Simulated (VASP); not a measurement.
# Mg2GeN3 (P-3m1) in VASP: further runs

The runs below take Mg2GeN3 through single point, with PBE.

All numbers are computed with VASP 6.6.1; they aren't measurements. Logs are shortened: lines on timing, memory, paths and dates and some standing lists are left out, and cuts for length are marked.

## Step 1: The cell of the first run

Symmetry: P-3m1, No. 164, trigonal system. The conventional cell has a = 3.060 Å, b = 3.060 Å, c = 7.891 Å, α = 90.00°, β = 90.00°, γ = 120.00°. Mg (site symmetry 3m) has 6 N at 2.20 to 2.33 Å within 2.9 Å. Within 2.8 Å of Ge (site symmetry -3m) lie 6 N at 2.09 Å. N (site symmetry 3m) has 3 Ge at 2.09 Å and 3 Mg at 2.33 Å within 2.8 Å. Within 2.9 Å of N (site symmetry -3m) lie 6 Mg at 2.20 Å.

## Step 2: Single point, PBE (volume scaled by 1.06, then relaxed in part)

Input file INCAR:

```
SYSTEM = Mg2GeN3
PREC = Accurate
ENCUT = 520
EDIFF = 1E-6
ISMEAR = 0
SIGMA = 0.1
LREAL = .FALSE.
LASPH = .TRUE.
NELM = 100
ALGO = Normal
ISIF = 2
LWAVE = .FALSE.
LCHARG = .TRUE.
GGA = PE
LELF = .TRUE.
LVHAR = .TRUE.
NBANDS = 26
```

Input file KPOINTS:

```
Automatic mesh
0
G
  12 12 4
  0 0 0
```

Input file POSCAR:

```
Mg2GeN3
1.0
    3.0600033454      0.0000000000      0.0000000000
   -1.5300016727      2.6500406328      0.0000000000
    0.0000000000      0.0000000000      7.8910471060
Mg Ge N
2 1 3
Direct
    0.3333333333      0.6666666667      0.6658788964
    0.6666666667      0.3333333333      0.3341211036
    0.0000000000      0.0000000000      0.0000000000
    0.3333333333      0.6666666667      0.1417431220
    0.6666666667      0.3333333333      0.8582568780
    0.0000000000      0.0000000000      0.5000000000
```

Potentials or basis: VASP PAW PBE potentials, release 64 (Mg, Ge_d, N).

On the command line:

```
$ cat potpaw_PBE.64/Mg/POTCAR potpaw_PBE.64/Ge_d/POTCAR potpaw_PBE.64/N/POTCAR > POTCAR
$ mpirun -np 1 vasp_std > vasp.out
```

OUTCAR:

```text
SYSTEM = Mg2GeN3
   PREC = Accurate
   ENCUT = 520
   EDIFF = 1E-6
   ISMEAR = 0
   LREAL = .FALSE.
   LASPH = .TRUE.
   NELM = 100
   ISIF = 2
   GGA = PE

 ion  position               nearest neighbor table
   1  0.333  0.667  0.666-   6 2.20   6 2.20   6 2.20   5 2.33   5 2.33   5 2.33   2 3.16   2 3.16
                             2 3.16   3 3.17   3 3.17   3 3.17
   2  0.667  0.333  0.334-   6 2.20   6 2.20   6 2.20   4 2.33   4 2.33   4 2.33   1 3.16   1 3.16
                             1 3.16   3 3.17   3 3.17   3 3.17
   3  0.000  0.000  0.000-   4 2.09   5 2.09   5 2.09   4 2.09   5 2.09   4 2.09   1 3.17   2 3.17
                             1 3.17   2 3.17   2 3.17   1 3.17
   4  0.333  0.667  0.142-   3 2.09   3 2.09   3 2.09   2 2.33   2 2.33   2 2.33
   5  0.667  0.333  0.858-   3 2.09   3 2.09   3 2.09   1 2.33   1 2.33   1 2.33
   6  0.000  0.000  0.500-   1 2.20   2 2.20   2 2.20   1 2.20   2 2.20   1 2.20

  LATTYP: Found a hexagonal cell.
 ALAT       =     3.0600033454
 C/A-ratio  =     2.5787707448

  Lattice vectors:

 A1 = (   3.0600033454,   0.0000000000,   0.0000000000)
 A2 = (  -1.5300016727,   2.6500406328,   0.0000000000)
 A3 = (   0.0000000000,   0.0000000000,   7.8910471060)

Analysis of symmetry for initial positions (statically):
=====================================================================
 Subroutine PRICEL returns:
 Original cell was already a primitive cell.

 Routine SETGRP: Setting up the symmetry group for a
 hexagonal supercell.

 Subroutine GETGRP returns: Found 12 space group operations
 (whereof 12 operations were pure point group operations)
 out of a pool of 24 trial point group operations.

The static configuration has the point symmetry D_3d.

Analysis of symmetry for dynamics (positions and initial velocities):
=====================================================================
 Subroutine PRICEL returns:
 Original cell was already a primitive cell.

 Routine SETGRP: Setting up the symmetry group for a
 hexagonal supercell.

 Subroutine GETGRP returns: Found 12 space group operations
 (whereof 12 operations were pure point group operations)
 out of a pool of 24 trial point group operations.

The dynamic configuration has the point symmetry D_3d.

 Subroutine INISYM returns: Found 12 space group operations
 (whereof 12 operations are pure point group operations),
 and found     1 'primitive' translations

----------------------------------------------------------------------------------------

                                     Primitive cell

  volume of cell :      63.9896

  direct lattice vectors                    reciprocal lattice vectors
     3.060003345  0.000000000  0.000000000     0.326797028  0.188676352  0.000000000
    -1.530001673  2.650040633  0.000000000     0.000000000  0.377352705  0.000000000
     0.000000000  0.000000000  7.891047106     0.000000000  0.000000000  0.126725894

  length of vectors
     3.060003345  3.060003345  7.891047106     0.377352705  0.377352705  0.126725894

  position of ions in fractional coordinates (direct lattice)
     0.333333333  0.666666667  0.665878896
     0.666666667  0.333333333  0.334121104
     0.000000000  0.000000000  0.000000000
     0.333333333  0.666666667  0.141743122
     0.666666667  0.333333333  0.858256878
     0.000000000  0.000000000  0.500000000

  ion indices of the primitive-cell ions
   primitive index   ion index
                 1           1
                 2           2
                 3           3
                 4           4
                 5           5
                 6           6

----------------------------------------------------------------------------------------

 KPOINTS: Automatic mesh

Automatic generation of k-mesh.
 Grid dimensions read from file:
 generate k-points for:   12   12    4

 Generating k-lattice:

  Cartesian coordinates                     Fractional coordinates (reciprocal lattice)
     0.027233086  0.015723029  0.000000000     0.083333333  0.000000000  0.000000000
     0.000000000  0.031446059  0.000000000     0.000000000  0.083333333  0.000000000
     0.000000000  0.000000000  0.031681474     0.000000000  0.000000000  0.250000000

  Length of vectors
     0.031446059  0.031446059  0.031681474

  Shift w.r.t. Gamma in fractional coordinates (k-lattice)
     0.000000000  0.000000000  0.000000000

 Subroutine IBZKPT returns following result:
 ===========================================

 Found     69 irreducible k-points:

 Following reciprocal coordinates:
            Coordinates               Weight
  0.000000  0.000000  0.000000      1.000000
  0.083333  0.000000  0.000000      6.000000
  0.166667  0.000000  0.000000      6.000000
  0.250000  0.000000  0.000000      6.000000
  0.333333  0.000000  0.000000      6.000000
  0.416667  0.000000  0.000000      6.000000
[... 16 lines left out ...]
  0.166667  0.000000  0.250000      6.000000
  0.000000  0.166667  0.250000      6.000000
 [... further k-points ...]
   k-points           NKPTS =     69   k-points in BZ     NKDIM =     69   number of bands    NBANDS=     26
   number of dos      NEDOS =    301   number of ions     NIONS =      6
   total plane-waves  NPLWV =  34560
   dimension x,y,z NGX =    24 NGY =   24 NGZ =   60
   dimension x,y,z NGXF=    48 NGYF=   48 NGZF=  120
   ions per type =               2   1   3
   NGX,Y,Z   is equivalent  to a cutoff of  13.04, 13.04, 12.64 a.u.
   NGXF,Y,Z  is equivalent  to a cutoff of  26.08, 26.08, 25.28 a.u.
 SYSTEM =  Mg2GeN3
   PREC   = accura    normal or accurate (medium, high low for compatibility)
   ISTART =      0    job   : 0-new  1-cont  2-samecut
   ICHARG =      2    charge: 1-file 2-atom 10-const
   ISPIN  =      1    spin polarized calculation?
   LNONCOLLINEAR =      F non collinear calculations
   LSORBIT =      F    spin-orbit coupling
   LASPH  =      T    aspherical Exc in radial PAW
   ENCUT  =  520.0 eV  38.22 Ry    6.18 a.u.   5.69  5.69 14.67*2*pi/ulx,y,z
   NELM   =    100;   NELMIN=  2; NELMDL= -5     # of ELM steps
   EDIFF  = 0.1E-05   stopping-criterion for ELM
   LREAL  =      F    real-space projection
   EDIFFG = 0.1E-04   stopping-criterion for IOM
   NSW    =      0    number of steps for IOM
   IBRION =     -1    ionic relax: 0-MD 1-quasi-New 2-CG
   NFREE  =      0    steps in history (QN), initial steepest desc. (CG)
   ISIF   =      2    stress and relaxation
   ISYM   =      2    0-nonsym 1-usesym 2-fastsym
   POTIM  = 0.5000    time-step for ionic-motion
   TEBEG  =    0.0;   TEEND  =   0.0 temperature during run
   PSTRESS=    0.0 pullay stress
   NELECT =      33.0000    total number of electrons
   NUPDOWN=      -1.0000    fix difference up-down
   EMIN   =  10.00;   EMAX   =-10.00  energy-range for DOS
   EFERMI =   0.00;   METHOD = LEGACY
   ISMEAR =     0;   SIGMA  =   0.10  broadening in eV -4-tet -1-fermi 0-gaus
   EFERMI_NEDOS =   21; number of points for ismear=-14 and -15
   IALGO  =     38    algorithm
   IMIX   =      4    mixing-type and parameters
     AMIX     =   0.40;   BMIX     =  1.00
     AMIX_MAG =   1.60;   BMIX_MAG =  1.00
  volume/ion in A,a.u.               =      10.66        71.97
  Fermi-wavevector in a.u.,A,eV,Ry     =   1.312834  2.480896 23.450089  1.723533
  Thomas-Fermi vector in A             =   2.443199
   LORBIT       =      0    0 simple, 1 ext, 2 COOP (PROOUT), +10 PAW based schemes
   GGA     = PE    functional components
   LHFCALC =     F    Hartree Fock is set to
   AEXX    =    0.0000 exact exchange contribution
   IVDW    =     0    specifies the selected vdW correction
   LEPSILON=     F    determine dielectric tensor
   LRPA    =     F    only Hartree local field effects (RPA)
 non-spin polarized calculation
 Gauss-broadening in eV      SIGMA  =   0.10
  energy-cutoff  :      520.00
  volume of cell :       63.99
 maximum number of plane-waves:      1741
 NGX is ok and might be reduce to    24
   NGX = 11   NGY = 11   NGZ = 29

 number of electron      32.9999994 magnetization

 Free energy of the ion-electron system (eV)
  ---------------------------------------------------
  ext. energy  EPLUGINS =         0.00000000
  ---------------------------------------------------
  free energy    TOTEN  =       -33.99188049 eV

  energy without entropy =      -33.97167828  energy(sigma->0) =      -33.98177939

 E-fermi :   4.8052     XC(G=0): -11.2819

 val. band max:        4.7845522564   @ k =   0.4167   0.0000   0.5000
 cond. band min:       4.8076009605   @ k =   0.0000   0.1667   0.2500
 fundamental gap:      0.0230487041
 Fermi energy:         4.8051836071

 k-point     1 :       0.0000    0.0000    0.0000
  band No.  band energies     occupation
      1     -19.1131      2.00000
      2     -19.1105      2.00000
      3     -19.1105      2.00000
      4     -19.0586      2.00000
      5     -19.0586      2.00000
      6     -11.6290      2.00000
[... 18 lines left out ...]
     25      18.1656      0.00000
     26      18.5306      0.00000

 k-point     2 :       0.0833    0.0000    0.0000
  band No.  band energies     occupation
      1     -19.1157      2.00000
      2     -19.1084      2.00000
      3     -19.1056      2.00000
      4     -19.0624      2.00000
      5     -19.0589      2.00000
      6     -11.5159      2.00000
[... 18 lines left out ...]
     25      17.4659      0.00000
     26      18.0711      0.00000

 k-point     3 :       0.1667    0.0000    0.0000
  band No.  band energies     occupation
      1     -19.1303      2.00000
      2     -19.0974      2.00000
      3     -19.0937      2.00000
      4     -19.0710      2.00000
      5     -19.0582      2.00000
      6     -11.1805      2.00000
[... 572 lines left out ...]
 k-point    23 :       0.1667    0.0000    0.2500
  band No.  band energies     occupation
      1     -19.1304      2.00000
      2     -19.0974      2.00000
      3     -19.0937      2.00000
      4     -19.0710      2.00000
      5     -19.0582      2.00000
      6     -11.1737      2.00000
[... 18 lines left out ...]
     25      16.1272      0.00000
     26      16.5496      0.00000

 k-point    24 :       0.0000    0.1667    0.2500
  band No.  band energies     occupation
      1     -19.1304      2.00000
      2     -19.0974      2.00000
      3     -19.0937      2.00000
      4     -19.0710      2.00000
      5     -19.0582      2.00000
      6     -11.1737      2.00000
[... 18 lines left out ...]
     25      15.9209      0.00000
     26      16.4418      0.00000

 [... further k-points ...]

------------------------ aborting loop because EDIFF is reached ----------------------------------------

  FORCE on cell =-STRESS in cart. coord.  units (eV):
  Direction    XX          YY          ZZ          XY          YZ          ZX
  --------------------------------------------------------------------------------------
  -------------------------------------------------------------------------------------
  Total       -3.3311905     -3.3311905     -3.4308867      0.0000000      0.0000000     -0.0000000
  in kB      -83.4067076    -83.4067076    -85.9029125      0.0000000      0.0000000     -0.0000000
  external PRESSURE =     -84.2387759 kB  Pullay stress =       0.0000000 kB

 VOLUME and BASIS-vectors are now :
 -----------------------------------------------------------------------------
  energy-cutoff  :      520.00
  volume of cell :       63.99
      direct lattice vectors                 reciprocal lattice vectors
     3.060003345  0.000000000  0.000000000     0.326797028  0.188676352  0.000000000
    -1.530001673  2.650040633  0.000000000     0.000000000  0.377352705  0.000000000
     0.000000000  0.000000000  7.891047106     0.000000000  0.000000000  0.126725894

 POSITION                                       TOTAL-FORCE (eV/Angst)
 -----------------------------------------------------------------------------------
     -0.00000      1.76669      5.25448        -0.000000     -0.000000      0.007696
      1.53000      0.88335      2.63657         0.000000      0.000000     -0.007696
      0.00000      0.00000      0.00000        -0.000000      0.000000      0.000000
     -0.00000      1.76669      1.11850         0.000000      0.000000      0.041866
      1.53000      0.88335      6.77255        -0.000000     -0.000000     -0.041866
      0.00000      0.00000      3.94552        -0.000000      0.000000      0.000000
 -----------------------------------------------------------------------------------
    total drift:                                0.000000     -0.000000      0.000000

  FREE ENERGIE OF THE ION-ELECTRON SYSTEM (eV)
  ---------------------------------------------------
  free  energy   TOTEN  =       -33.9918804886 eV

  energy  without entropy=      -33.9716782846  energy(sigma->0) =      -33.98177939
```

It took 1.7 min on 1 thread of Intel Xeon 6975P-C (Granite Rapids), shared host; peak memory 0.26 GiB.

What came out:

```yaml
Free_energy: -33.9919 eV
Pressure: -8.4 GPa
Largest_force: 0.042 eV/Å
```

Forces in eV/Å, atoms in the order of the input:
```
Mg   0.000  0.000  0.008
Mg   0.000  0.000 -0.008
Ge   0.000  0.000  0.000
N    0.000  0.000  0.042
N    0.000  0.000 -0.042
N    0.000  0.000  0.000
```

Stress tensor (GPa, compression positive):
```
-8.34  0.00  0.00
 0.00 -8.34  0.00
 0.00  0.00 -8.59
```

Levels at points of the mesh, in eV from the Fermi level:
```csv
k point,band 15,band 16,band 17,band 18,band 19,band 20
"(0.00, 0.00, 0.00)",0.11,0.69,0.69,2.61,4.94,6.57
"(0.50, 0.00, 0.00)",-1.15,-0.35,-0.20,2.54,6.28,6.94
"(0.00, 0.00, 0.50)",-0.24,0.69,0.69,3.42,4.86,6.27
"(0.50, 0.00, 0.50)",-0.48,-0.31,-0.07,2.82,5.55,7.48
```

(Continued in part 2 of 2.)
